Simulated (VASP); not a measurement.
# CoO (R-3m) in VASP: a series of runs, part 2 of 2

VASP 6.6.1. Earlier steps stand in the parts before.

### 4 Phonons, PBE+U, collinear spin, ferromagnetic start

This run uses another cell than the first one, of 10.12 Å³/atom, 1.078 times its volume.

Input file INCAR:

```
PREC     = Accurate       # precision mode
ENCUT    = 520            # plane-wave cutoff, eV
EDIFF    = 1E-8           # SCF threshold, eV
ISMEAR   = 0              # smearing method
SIGMA    = 0.02           # smearing width, eV
LREAL    = False          # projectors in reciprocal space
LASPH    = True           # aspherical terms in the spheres
NELM     = 150            # most SCF steps
ALGO     = Normal         # electronic algorithm
ISIF     = 2              # what is computed and relaxed
LWAVE    = False          # write WAVECAR
LCHARG   = True           # write CHGCAR
ISPIN    = 2              # spin polarisation
MAGMOM   = 2.88 0.24      # initial moments
LORBIT   = 11             # projections on sites
LMAXMIX  = 4              # l up to which the mixer works
LDAU     = True           # DFT+U
LDAUTYPE = 2            
LDAUL    = 2 -1           # shell
LDAUU    = 3.32 0         # U, eV
LDAUJ    = 0 0          
LDAUPRINT= 1            
GGA      = PE             # functional
IBRION   = 6              # ionic algorithm
NFREE    = 2            
POTIM    = 0.015          # step
NSW      = 1              # ionic steps
```

Input file KPOINTS:

```
Automatic mesh
0
Gamma
  2 2 2
```

Input file POSCAR:

```
CoO
1.0
    1.5369143799      0.8873379309      2.4734269504
   -1.5369143799      0.8873379309      2.4734269504
    0.0000000000     -1.7746758619      2.4734269504
Co O
1 1
Direct
    0.0000000000      0.0000000000      0.0000000000
    0.5000000000      0.5000000000      0.5000000000
```

Potentials or basis: VASP PAW PBE potentials, release 64 (Co, O).

The run is started by

```bash
> cat potpaw_PBE.64/Co/POTCAR potpaw_PBE.64/O/POTCAR > POTCAR
> mpirun -np 1 vasp_std > vasp.out
```

OUTCAR:

```text
PREC = Accurate
   ENCUT = 520
   EDIFF = 1E-8
   ISMEAR = 0
   LREAL = False
   LASPH = True
   NELM = 150
   ISIF = 2
   ISPIN = 2
   LORBIT = 11
   GGA = PE
   IBRION = 6
   NFREE = 2
   POTIM = 0.015
   NSW = 1

 ion  position               nearest neighbor table
   1  0.000  0.000  0.000-   2 2.16   2 2.16   2 2.16   2 2.16   2 2.16   2 2.16
   2  0.500  0.500  0.500-   1 2.16   1 2.16   1 2.16   1 2.16   1 2.16   1 2.16

  LATTYP: Found a trigonal (rhomboedric) cell.
 ALAT       =     3.0442265510
 COS(alpha) =     0.4902286722

  Lattice vectors:

 A1 = (   1.5369143799,   0.8873379309,   2.4734269504)
 A2 = (  -1.5369143799,   0.8873379309,   2.4734269504)
 A3 = (   0.0000000000,  -1.7746758619,   2.4734269504)

Analysis of symmetry for initial positions (statically):
=====================================================================
 Subroutine PRICEL returns:
 Original cell was already a primitive cell.

 Routine SETGRP: Setting up the symmetry group for a
 trigonal (rhombohedral) supercell.

 Subroutine GETGRP returns: Found 12 space group operations
 (whereof 12 operations were pure point group operations)
 out of a pool of 12 trial point group operations.

The static configuration has the point symmetry D_3d.

Analysis of symmetry for dynamics (positions and initial velocities):
=====================================================================
 Subroutine PRICEL returns:
 Original cell was already a primitive cell.

 Routine SETGRP: Setting up the symmetry group for a
 trigonal (rhombohedral) supercell.

 Subroutine GETGRP returns: Found 12 space group operations
 (whereof 12 operations were pure point group operations)
 out of a pool of 12 trial point group operations.

[... 538 lines left out ...]
      2      -0.6422      1.00000
      3       0.6834      1.00000
      4       0.6834      1.00000
      5       3.5981      1.00000
      6       3.7058      1.00000
      7       3.7058      1.00000
      8       6.9656      1.00000
      9       6.9656      1.00000
     10      12.2263      0.00000
     11      16.7410      0.00000
     12      20.3014      0.00000
     13      20.3014      0.00000
 Fermi energy:         7.0952829067

 spin component 2

 k-point     1 :       0.0000    0.0000    0.0000
  band No.  band energies     occupation
      1     -11.4672      1.00000
      2       4.5764      1.00000
      3       4.5764      1.00000
      4       5.4761      1.00000
      5       5.4761      1.00000
      6       5.5912      1.00000
      7       8.3028      0.00000
      8       8.6792      0.00000
      9       8.6792      0.00000
     10       8.8795      0.00000
     11      24.0372      0.00000
     12      24.6706      0.00000
[... 76 lines left out ...]
  FREE ENERGIE OF THE ION-ELECTRON SYSTEM (eV)
  ---------------------------------------------------
  free  energy   TOTEN  =       -11.2809651603 eV

  energy  without entropy=      -11.2809651603  energy(sigma->0) =      -11.28096516

 INTERNAL STRAIN TENSORS FROM DISPLACED ATOMS
 ============================================

 INTERNAL STRAIN TENSOR FOR ION    1 for displacements in x,y,z  (eV/Angst):
          X           Y           Z          XY          YZ          ZX
  --------------------------------------------------------------------------------
  x     0.00000     0.00000     0.00000     0.00000     0.00000     0.00000
  y     0.00000     0.00000     0.00000     0.00000     0.00000     0.00000
  z     0.00000     0.00000     0.00000     0.00000     0.00000     0.00000

 INTERNAL STRAIN TENSOR FOR ION    2 for displacements in x,y,z  (eV/Angst):
          X           Y           Z          XY          YZ          ZX
  --------------------------------------------------------------------------------
  x     0.00000     0.00000     0.00000     0.00000     0.00000     0.00000
  y     0.00000     0.00000     0.00000     0.00000     0.00000     0.00000
  z     0.00000     0.00000     0.00000     0.00000     0.00000     0.00000

 Eigenvectors and eigenvalues of the dynamical matrix
 ----------------------------------------------------

   1 f  =    5.772195 THz    36.267772 2PiTHz  192.539709 cm-1    23.871871 meV
             X         Y         Z           dx          dy          dz
      0.000000  0.000000  0.000000    -0.463801    0.000000   -0.000000
      0.000000 -0.000000  3.710140     0.885939    0.000000   -0.000000
[... 21 lines left out ...]
   6 f/i=    3.858724 THz    24.245080 2PiTHz  128.713189 cm-1    15.958394 meV
             X         Y         Z           dx          dy          dz
      0.000000  0.000000  0.000000     0.000000    0.000000   -0.458901
      0.000000 -0.000000  3.710140     0.000000   -0.000000    0.888487

 ELASTIC MODULI CONTR FROM IONIC RELAXATION (kBar)
 Direction    XX          YY          ZZ          XY          YZ          ZX
 --------------------------------------------------------------------------------
 XX           0.0000      0.0000      0.0000      0.0000      0.0000      0.0000
 YY           0.0000      0.0000      0.0000      0.0000      0.0000      0.0000
 ZZ           0.0000      0.0000      0.0000      0.0000      0.0000      0.0000
 XY           0.0000      0.0000      0.0000      0.0000      0.0000      0.0000
 YZ           0.0000      0.0000      0.0000      0.0000      0.0000      0.0000
 ZX           0.0000      0.0000      0.0000      0.0000      0.0000      0.0000
 --------------------------------------------------------------------------------

 total charge

# of ion       s       p       d       tot
------------------------------------------
    1        0.238   0.340   7.133   7.710
    2        1.515   3.523   0.000   5.038
--------------------------------------------------
tot          1.753   3.863   7.133  12.748

 magnetization (x)

# of ion       s       p       d       tot
------------------------------------------
    1        0.008   0.004   2.716   2.727
    2        0.015   0.231   0.000   0.247
--------------------------------------------------
tot          0.023   0.235   2.716   2.974
```

It took 76 s on 1 thread of AMD EPYC 7R13, shared host; peak memory 0.13 GiB.

Results:

```
Net moment                                              : 3.00 μB per cell
Site moments                                            : Co +2.73; O +0.25 μB
Valence electrons inside the program's atomic spheres   : Co 7.71; O 5.04
Highest phonon frequency at Γ, LO-TO splitting left out : 193 cm⁻¹
Most unstable mode                                      : 129i cm⁻¹
```

Phonon frequencies in cm⁻¹ (negative: imaginary):
```
              q point         frequencies
(0.000, 0.000, 0.000)  -129 0 0 0 193 193
```

Eigenvalues of the final occupation matrices:
```
    site  spin  trace               eigenvalues
site 1 d     1   4.94  0.97 0.97 0.97 1.02 1.02
site 1 d     2   2.22  0.04 0.14 0.14 0.95 0.95
```

Caveat: the k points lie up to 1.25 Å⁻¹ apart; some modes are imaginary; a cell with one magnetic atom can't hold antiferromagnetic order, which such compounds often take.
